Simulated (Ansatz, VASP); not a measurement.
## One calculation of ZnO, two programs

```
Zn O
1.0
     3.27083    0.00000    0.00000
    -1.63541    2.83262    0.00000
     0.00000    0.00000    5.24018
Zn O
2 2
Direct
  0.66667 0.33333 0.00000
  0.33333 0.66667 0.50000
  0.33333 0.66667 0.87901
  0.66667 0.33333 0.37901
```

Alike in both runs: task single point; functional PBE exchange alone; k mesh 9 × 9 × 5; occupations fermi-dirac, width 0.05 eV; no spin polarisation.

|  | VASP | Ansatz |
| --- | --- | --- |
| version | VASP 6.6.1 | Ansatz 0.2.0 |
| potentials or method | VASP PAW PBE potentials, release 64 (Zn, O) | Ansatz PAW |
| plane-wave cutoff (eV) | 520 | 420 |
| valence electrons in the cell | 36 | 36 |

```csv
,VASP,Ansatz,Ansatz less VASP
gap on the k mesh at the Fermi level (eV),0.88,0.89,+0.015
least direct gap on the mesh (eV),0.88,0.89,+0.015
pressure (GPa),18.1,17.2,-0.88
"traceless stress, the component that is largest in VASP (GPa)",1.41,1.36,-0.052
rms of the force components (eV/Å),0.043,0.041,-0.0020
```

VASP's potentials were made for PBE, not for PBE exchange alone. Atom by atom the forces differ by 0.002 eV/Å (rms over components). With one functional, cell and mesh, what is left measures potentials, basis and numerics.

Noted on Ansatz's run: odd divisions of the mesh miss points on the zone boundary, where band edges often lie, so the gap on the mesh can be too wide.
